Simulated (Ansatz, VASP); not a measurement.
**One calculation of WS2, two programs**

The input INCAR:

```
PREC = Accurate
ENCUT = 520
EDIFF = 1E-6
ISMEAR = 0
SIGMA = 0.05
LREAL = False
LASPH = True
NELM = 100
ALGO = Normal
ISIF = 2
LWAVE = False
LCHARG = False
GGA = PE
IVDW = 12
NBANDS = 35
```

The input KPOINTS:

```
Automatic mesh
0
Gamma
  12 12 4
```

POSCAR

```
WS2
1.0
    3.1542061832      0.0000000000      0.0000000000
   -1.5771030916      2.7316226834      0.0000000000
    0.0000000000      0.0000000000     12.1399091344
W S
2 4
Direct
    0.3333333333      0.6666666667      0.2500000000
    0.6666666667      0.3333333333      0.7500000000
    0.2784209178      0.5568418355      0.6326433616
    0.6666666667      0.3333333333      0.1202874207
    0.3333333333      0.6666666667      0.8797125793
    0.6666666667      0.3333333333      0.3797125793
```

Input for Ansatz:

```yaml
crystal:
  lattice:
    - [3.1542061832, 0.0, 0.0]
    - [-1.5771030916, 2.7316226834, 0.0]
    - [0.0, 0.0, 12.1399091344]
  atoms:
    - { symbol: W, position: [0.3333333333, 0.6666666667, 0.25] }
    - { symbol: W, position: [0.6666666667, 0.3333333333, 0.75] }
    - { symbol: S, position: [0.2784209178, 0.5568418355, 0.6326433616] }
    - { symbol: S, position: [0.6666666667, 0.3333333333, 0.1202874207] }
    - { symbol: S, position: [0.3333333333, 0.6666666667, 0.8797125793] }
    - { symbol: S, position: [0.6666666667, 0.3333333333, 0.3797125793] }
basis:
  ecutwfc: 420
kpoints:
  mp_grid: { grid: [12, 12, 4] }
hamiltonian:
  xc: pbe
  dispersion: d3bj
scf:
  occupations: { method: gaussian, width: 0.05 }
output:
  forces: true
  stress: true
  eigenvalues: true
```

Alike in both runs: task single point; functional PBE; dispersion D3(BJ); k mesh 12 × 12 × 4; occupations gaussian, width 0.05 eV; no spin polarisation.

|  | VASP | Ansatz |
| --- | --- | --- |
| version | VASP 6.6.1 | Ansatz 0.2.0 |
| potentials or method | VASP PAW PBE potentials, release 64 (W_sv, S), cutoff 520 eV | scalar-relativistic, plane waves, PAW |
| valence electrons in the cell | 52 | 52 |

|  | VASP | Ansatz | Ansatz less VASP |
| --- | --- | --- | --- |
| gap on the k mesh at the Fermi level (eV) | 0.76 | 0.75 | -0.017 |
| least direct gap on the mesh (eV) | 0.97 | 0.95 | -0.013 |
| pressure (GPa) | 6.4 | 6.4 | +0.05 |
| traceless stress, the component that is largest in VASP (GPa) | -6.53 | -6.52 | +0.003 |
| rms of the force components (eV/Å) | 1.808 | 1.811 | +0.0022 |

Atom by atom the forces differ by 0.003 eV/Å (rms over components).

Neither program's run includes spin-orbit coupling.
